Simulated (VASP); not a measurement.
# Sr (Pm-3m) in VASP: a series of runs, part 2 of 2

VASP 6.6.1.

## (3) Density of states, LDA (volume scaled by 0.8)

POSCAR

```
Sr
1.0
    3.3833686096      0.0000000000      0.0000000000
    0.0000000000      3.3833686096      0.0000000000
    0.0000000000      0.0000000000      3.3833686096
Sr
1
Direct
    0.0000000000      0.0000000000      0.0000000000
```

INCAR.step1

```
  ALGO = Normal
  EDIFF = 1E-6
  ENCUT = 520
  GGA = CA
  ISIF = 2
  ISMEAR = -1
  LASPH = T
  LCHARG = T
  LREAL = F
  LWAVE = F
  NBANDS = 11
  NELM = 100
  PREC = Accurate
  SIGMA = 0.05
```

KPOINTS.step1

```
k-points
0
Gamma
  10 10 10
```

INCAR.step2

```
  ALGO = Normal
  EDIFF = 1E-6
  ENCUT = 520
  GGA = CA
  ICHARG = 11
  ISIF = 2
  ISMEAR = -5
  LASPH = T
  LCHARG = F
  LORBIT = 11
  LREAL = F
  LWAVE = F
  NBANDS = 11
  NEDOS = 1001
  NELM = 100
  PREC = Accurate
  SIGMA = 0.05
```

KPOINTS.step2

```
k-points
0
Gamma
  15 15 15
```

Potentials or basis: VASP PAW LDA potentials, release 64 (Sr_sv).

Run with:

```bash
cat potpaw_LDA.64/Sr_sv/POTCAR > POTCAR
cp INCAR.step1 INCAR
cp KPOINTS.step1 KPOINTS
mpirun -np 1 vasp_std > vasp.out
cp INCAR.step2 INCAR
cp KPOINTS.step2 KPOINTS
mpirun -np 1 vasp_std > vasp.out
```

OUTCAR:

```text
EDIFF = 1E-6
   ENCUT = 520
   GGA = CA
   ICHARG = 11
   ISIF = 2
   ISMEAR = -5
   LASPH = T
   LORBIT = 11
   LREAL = F
   NELM = 100
   PREC = Accurate

 ion  position               nearest neighbor table
   1  0.000  0.000  0.000-

  LATTYP: Found a simple cubic cell.
 ALAT       =     3.3833686096

  Lattice vectors:

 A1 = (   3.3833686096,   0.0000000000,   0.0000000000)
 A2 = (   0.0000000000,   3.3833686096,   0.0000000000)
 A3 = (   0.0000000000,   0.0000000000,   3.3833686096)

Analysis of symmetry for initial positions (statically):
[... 514 lines left out ...]
     11      10.8520      0.00000

 [... further k-points ...]
[... 5 lines left out ...]
  --------------------------------------------------------------------------------------
  -------------------------------------------------------------------------------------
  Total        0.7070001      0.7070001      0.7070001     -0.0000000     -0.0000000      0.0000000
  in kB       29.2470518     29.2470518     29.2470518     -0.0000000     -0.0000000      0.0000000
  external PRESSURE =      29.2470518 kB  Pullay stress =       0.0000000 kB

 VOLUME and BASIS-vectors are now :
 -----------------------------------------------------------------------------
  energy-cutoff  :      520.00
  volume of cell :       38.73
      direct lattice vectors                 reciprocal lattice vectors
     3.383368610  0.000000000  0.000000000     0.295563421  0.000000000  0.000000000
     0.000000000  3.383368610  0.000000000     0.000000000  0.295563421  0.000000000
     0.000000000  0.000000000  3.383368610     0.000000000  0.000000000  0.295563421

 POSITION                                       TOTAL-FORCE (eV/Angst)
 -----------------------------------------------------------------------------------
      0.00000      0.00000      0.00000         0.000000      0.000000      0.000000
 -----------------------------------------------------------------------------------
    total drift:                               -0.000000     -0.000000     -0.000000

  FREE ENERGIE OF THE ION-ELECTRON SYSTEM (eV)
  ---------------------------------------------------
  free  energy   TOTEN  =        -1.4458687237 eV

  energy  without entropy=       -1.4458687237  energy(sigma->0) =       -1.44586872

 total charge

# of ion       s       p       d       tot
------------------------------------------
    1        2.070   5.705   0.279   8.054
```

OUTCAR.step1:

```text
EDIFF = 1E-6
   ENCUT = 520
   GGA = CA
   ISIF = 2
   ISMEAR = -1
   LASPH = T
[... 551 lines left out ...]

 POSITION                                       TOTAL-FORCE (eV/Angst)
 -----------------------------------------------------------------------------------
      0.00000      0.00000      0.00000         0.000000      0.000000      0.000000
 -----------------------------------------------------------------------------------
    total drift:                                0.000000      0.000000     -0.000000

  FREE ENERGIE OF THE ION-ELECTRON SYSTEM (eV)
  ---------------------------------------------------
  free  energy   TOTEN  =        -1.4425025385 eV

  energy  without entropy=       -1.4373290584  energy(sigma->0) =       -1.43991580
```

OSZICAR.step1:

```text
N       E                     dE             d eps       ncg     rms          rms(c)
DAV:   1     0.345467090125E+02    0.34547E+02   -0.50750E+03  1232   0.823E+02
DAV:   2    -0.212651115640E+00   -0.34759E+02   -0.34138E+02  1461   0.162E+02
DAV:   3    -0.142436717080E+01   -0.12117E+01   -0.11991E+01  1692   0.225E+01
DAV:   4    -0.147447465674E+01   -0.50107E-01   -0.50059E-01  1600   0.410E+00
DAV:   5    -0.147662671795E+01   -0.21521E-02   -0.21520E-02  1759   0.556E-01    0.143E+01
DAV:   6    -0.145507654677E+01    0.21550E-01   -0.12944E-02  1741   0.937E-01    0.838E+00
DAV:   7    -0.144226619709E+01    0.12810E-01   -0.29129E-02  1824   0.127E+00    0.192E-01
DAV:   8    -0.144249420084E+01   -0.22800E-03   -0.34805E-04  1559   0.162E-01    0.695E-02
DAV:   9    -0.144250437978E+01   -0.10179E-04   -0.40216E-05  1922   0.360E-02    0.196E-02
DAV:  10    -0.144250232834E+01    0.20514E-05   -0.37307E-06  1853   0.124E-02    0.656E-03
DAV:  11    -0.144250253853E+01   -0.21019E-06   -0.17248E-07   805   0.356E-03
   1 F= -.14425025E+01 E0= -.14399158E+01  d E =-.517348E-02
```

It took 36 s on 1 thread of AMD EPYC 7R13 (Zen 3), shared host; peak memory 0.14 GiB.

What came out:

* Valence electrons inside the program's atomic spheres: Sr 8.05

Levels at points of the mesh, in eV from the Fermi level:
```tsv
k point	band 2	band 3	band 4	band 5	band 6	band 7	band 8	band 9
(0.00, 0.00, 0.00)	-17.95	-17.95	-17.95	-3.87	0.30	0.30	6.57	6.57
```

Caveat: the cell differs from its parent crystal (volume scaled by 0.8); tetrahedron occupations give inexact forces and stress in metals.

## (4) Density of states, LDA

This run uses another cell than the first one, of 48.41 Å³/atom, 1.250 times its volume.

POSCAR

```
Sr
1.0
    3.6446233508      0.0000000000      0.0000000000
    0.0000000000      3.6446233508      0.0000000000
    0.0000000000      0.0000000000      3.6446233508
Sr
1
Direct
    0.0000000000      0.0000000000      0.0000000000
```

INCAR.step1

```
SYSTEM = Sr
ALGO     = Normal         ! electronic algorithm
EDIFF    = 1E-6           ! SCF threshold, eV
ENCUT    = 520            ! plane-wave cutoff, eV
ISIF     = 2              ! what is computed and relaxed
ISMEAR   = -1             ! smearing method
LASPH    = .TRUE.         ! aspherical terms in the spheres
LCHARG   = .TRUE.         ! write CHGCAR
LREAL    = .FALSE.        ! projectors in reciprocal space
LWAVE    = .FALSE.        ! write WAVECAR
NBANDS   = 11             ! bands
NELM     = 60             ! most SCF steps
PREC     = Accurate       ! precision mode
SIGMA    = 0.05           ! smearing width, eV
```

KPOINTS.step1

```
k-points
0
G
  10 10 10
  0 0 0
```

INCAR.step2

```
SYSTEM = Sr
ALGO     = Normal         ! electronic algorithm
EDIFF    = 1E-6           ! SCF threshold, eV
ENCUT    = 520            ! plane-wave cutoff, eV
ICHARG   = 11             ! starting density
ISIF     = 2              ! what is computed and relaxed
ISMEAR   = -5             ! smearing method
LASPH    = .TRUE.         ! aspherical terms in the spheres
LCHARG   = .FALSE.        ! write CHGCAR
LORBIT   = 11             ! projections on sites
LREAL    = .FALSE.        ! projectors in reciprocal space
LWAVE    = .FALSE.        ! write WAVECAR
NBANDS   = 11             ! bands
NEDOS    = 1001           ! points of the DOS
NELM     = 60             ! most SCF steps
PREC     = Accurate       ! precision mode
SIGMA    = 0.05           ! smearing width, eV
```

KPOINTS.step2

```
k-points
0
G
  15 15 15
  0 0 0
```

Potentials or basis: VASP PAW LDA potentials, release 64 (Sr_sv).

Run with:

```bash
cat potpaw_LDA.64/Sr_sv/POTCAR > POTCAR
cp INCAR.step1 INCAR
cp KPOINTS.step1 KPOINTS
mpirun -np 1 vasp_std > vasp.out
cp INCAR.step2 INCAR
cp KPOINTS.step2 KPOINTS
mpirun -np 1 vasp_std > vasp.out
```

OUTCAR:

```text
SYSTEM = Sr
   EDIFF = 1E-6
   ENCUT = 520
   ICHARG = 11
   ISIF = 2
   ISMEAR = -5
   LASPH = .TRUE.
   LORBIT = 11
   LREAL = .FALSE.
   NELM = 60
   PREC = Accurate

 ion  position               nearest neighbor table
   1  0.000  0.000  0.000-

  LATTYP: Found a simple cubic cell.
 ALAT       =     3.6446233508

  Lattice vectors:

 A1 = (   3.6446233508,   0.0000000000,   0.0000000000)
 A2 = (   0.0000000000,   3.6446233508,   0.0000000000)
 A3 = (   0.0000000000,   0.0000000000,   3.6446233508)

Analysis of symmetry for initial positions (statically):
[... 512 lines left out ...]
      9       5.5424      0.00000
     10       6.5385      0.00000
     11       8.6135      0.00000

 [... further k-points ...]
[... 5 lines left out ...]
  --------------------------------------------------------------------------------------
  -------------------------------------------------------------------------------------
  Total       -0.0314419     -0.0314419     -0.0314419      0.0000000      0.0000000     -0.0000000
  in kB       -1.0405449     -1.0405449     -1.0405449      0.0000000      0.0000000     -0.0000000
  external PRESSURE =      -1.0405449 kB  Pullay stress =       0.0000000 kB

 VOLUME and BASIS-vectors are now :
 -----------------------------------------------------------------------------
  energy-cutoff  :      520.00
  volume of cell :       48.41
      direct lattice vectors                 reciprocal lattice vectors
     3.644623351  0.000000000  0.000000000     0.274376775  0.000000000  0.000000000
     0.000000000  3.644623351  0.000000000     0.000000000  0.274376775  0.000000000
     0.000000000  0.000000000  3.644623351     0.000000000  0.000000000  0.274376775

 POSITION                                       TOTAL-FORCE (eV/Angst)
 -----------------------------------------------------------------------------------
      0.00000      0.00000      0.00000         0.000000      0.000000      0.000000
 -----------------------------------------------------------------------------------
    total drift:                               -0.000000     -0.000000      0.000000

  FREE ENERGIE OF THE ION-ELECTRON SYSTEM (eV)
  ---------------------------------------------------
  free  energy   TOTEN  =        -1.5164607810 eV

  energy  without entropy=       -1.5164607810  energy(sigma->0) =       -1.51646078

 total charge

# of ion       s       p       d       tot
------------------------------------------
    1        2.068   5.701   0.205   7.973
```

OUTCAR.step1:

```text
SYSTEM = Sr
   EDIFF = 1E-6
   ENCUT = 520
   ISIF = 2
   ISMEAR = -1
   LASPH = .TRUE.
   LREAL = .FALSE.
[... 552 lines left out ...]
 -----------------------------------------------------------------------------------
      0.00000      0.00000      0.00000         0.000000      0.000000      0.000000
 -----------------------------------------------------------------------------------
    total drift:                               -0.000000      0.000000     -0.000000

  FREE ENERGIE OF THE ION-ELECTRON SYSTEM (eV)
  ---------------------------------------------------
  free  energy   TOTEN  =        -1.5227798662 eV

  energy  without entropy=       -1.5148066918  energy(sigma->0) =       -1.51879328
```

Run time: 37 s. Hardware: 1 thread of AMD EPYC 7R13 (Zen 3), shared host; peak memory 0.15 GiB.

What came out:

- Valence electrons inside the program's atomic spheres: Sr 7.97

Caveat: tetrahedron occupations give inexact forces and stress in metals.
